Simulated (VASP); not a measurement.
Set up this calculation in VASP 6.6.1, as the native input.

- Task: single point
- Functional: PBE
- Potentials or basis: VASP PAW PBE potentials, release 64 (Ti_sv)
- Cutoff: 520 eV
- k mesh: 13 × 13 × 13
- Occupations: fermi-dirac, width 0.05 eV
- Spin: collinear spin, ferromagnetic start
- Starting moments: [0.173] μB
- Dipole correction: no
- Further INCAR settings: ALGO = Normal; EDIFF = 1e-06; NBANDS = 16

The structure of Ti lies in POSCAR:

```
Ti
1.0
    2.6093499255      0.0000000000      0.0000000000
    0.0000000000      2.6093499255      0.0000000000
    0.0000000000      0.0000000000      2.6093499255
Ti
1
Direct
    0.0000000000      0.0000000000      0.0000000000
```

This cell differs from its parent crystal: volume scaled by 0.96.

One way to write it, as run:

INCAR

```
  PREC = Accurate
  ENCUT = 520
  EDIFF = 1E-6
  ISMEAR = -1
  SIGMA = 0.05
  LREAL = F
  LASPH = T
  NELM = 150
  ALGO = Normal
  ISIF = 2
  LWAVE = F
  LCHARG = F
  ISPIN = 2
  MAGMOM = 0.173
  LORBIT = 11
  LMAXMIX = 4
  GGA = PE
  NBANDS = 16
```

KPOINTS

```
regular mesh
0
Gamma
  13 13 13
```

Potentials or basis: VASP PAW PBE potentials, release 64 (Ti_sv).

Launch:

```sh
$ cat potpaw_PBE.64/Ti_sv/POTCAR > POTCAR
$ mpirun -np 1 vasp_std > vasp.out
```

Results of the run:

| Property | Result |
| --- | --- |
| Pressure | 3.1 GPa |
| Net moment | 0.37 μB per cell |
| Site moments | Ti +0.29 μB |
| Valence electrons inside the program's atomic spheres | Ti 10.41 |

Wall time 22 s on 1 thread of Intel(R) Xeon(R) 6975P-C (Granite Rapids) (shared host), peak memory 0.15 GiB.
